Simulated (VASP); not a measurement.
Crystal: VN2.

```
CELL_PARAMETERS angstrom
-2.15075 2.15075 2.49135
2.15075 -2.15075 2.49135
2.15075 2.15075 -2.49135
ATOMIC_POSITIONS crystal
V 0.25000 0.25000 0.00000
V 0.75000 0.75000 0.00000
N 0.11510 0.61510 0.73020
N 0.61510 0.88490 0.50000
N 0.88490 0.38490 0.26980
N 0.38490 0.11510 0.50000
```

Base run:

* Program: VASP 6.6.1
* Functional: PBEsol
* Potentials or basis: VASP PAW PBE potentials, release 64 (V_sv, N)
* Cutoff: 520 eV
* k mesh: 8 × 8 × 8
* Occupations: gaussian, width 0.1 eV
* Spin: no spin polarisation

Its results: band gap on the k mesh zero (band 23 reaches 11.53 eV, above the bottom of band 24 at 11.21 eV); pressure -10.9 GPa; largest force 0.399 eV/Å.

Question: The run is repeated on the same cell with these changes: k mesh from 8 × 8 × 8 to 1 × 1 × 1. What comes out?

Answer: Band gap on the k mesh 2.00 eV; pressure -12.2 GPa; largest force 0.230 eV/Å.

Caveats: some runs use coarse meshes; the PAW data sets were made with another functional, which shifts forces and pressure a little; the run has no spin polarisation, though such a crystal can be magnetic (some runs).

A k mesh can miss the band edges.
